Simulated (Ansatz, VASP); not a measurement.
Al: VASP beside Ansatz

INCAR

```
PREC     = Accurate       # precision mode
ENCUT    = 520            # plane-wave cutoff, eV
EDIFF    = 1E-6           # SCF threshold, eV
ISMEAR   = 0              # smearing method
SIGMA    = 0.15           # smearing width, eV
LREAL    = False          # projectors in reciprocal space
LASPH    = True           # aspherical terms in the spheres
NELM     = 100            # most SCF steps
ALGO     = Fast           # electronic algorithm
ISIF     = 2              # what is computed and relaxed
LWAVE    = False          # write WAVECAR
LCHARG   = True           # write CHGCAR
GGA      = PS             # functional
LELF     = True           # ELF
LVHAR    = True         
NBANDS   = 8              # bands
```

The input KPOINTS:

```
Automatic mesh
0
Gamma
  20 20 20
```

Contents of POSCAR:

```
Al
1.0
    0.0948234630      2.0239800000      2.0239800000
    2.1188034630      0.0000000000      2.1188034630
    2.0239800000      2.0239800000      0.0948234630
Al
1
Direct
    0.0000000000      0.0000000000      0.0000000000
```

Input for Ansatz:

```yaml
crystal:
  lattice:
    - [0.094823463, 2.02398, 2.02398]
    - [2.118803463, 0.0, 2.118803463]
    - [2.02398, 2.02398, 0.094823463]
  atoms:
    - { symbol: Al, position: [0.0, 0.0, 0.0] }
basis:
  ecutwfc: 420
kpoints:
  mp_grid: { grid: [20, 20, 20] }
hamiltonian:
  xc: pbesol
scf:
  occupations: { method: gaussian, width: 0.15 }
output:
  forces: true
  stress: true
  eigenvalues: true
```

Change from the starting cell: strain +0.0937 x Voigt [0, 0, 0, 0, 1, 0], atoms carried along.

Alike in both runs: task single point; functional PBEsol; k mesh 20 × 20 × 20; occupations gaussian, width 0.15 eV; no spin polarisation.

|  | VASP | Ansatz |
| --- | --- | --- |
| version | VASP 6.6.1 | Ansatz 0.2.0 |
| potentials or method | VASP PAW PBE potentials, release 64 (Al), cutoff 520 eV | scalar-relativistic, plane waves, PAW |
| valence electrons in the cell | 3 | 3 |

|  | VASP | Ansatz | Ansatz less VASP |
| --- | --- | --- | --- |
| gap on the k mesh at the Fermi level (eV) | none | none | - |
| pressure (GPa) | -1.0 | -1.1 | -0.06 |
| traceless stress, the component that is largest in VASP (GPa) | -3.26 | -3.23 | +0.029 |

VASP's potentials were made for PBE, not for PBEsol. A gap of «none» marks a metal or a gap that the smearing closes. With one functional, cell and mesh, what is left measures potentials, basis and numerics.
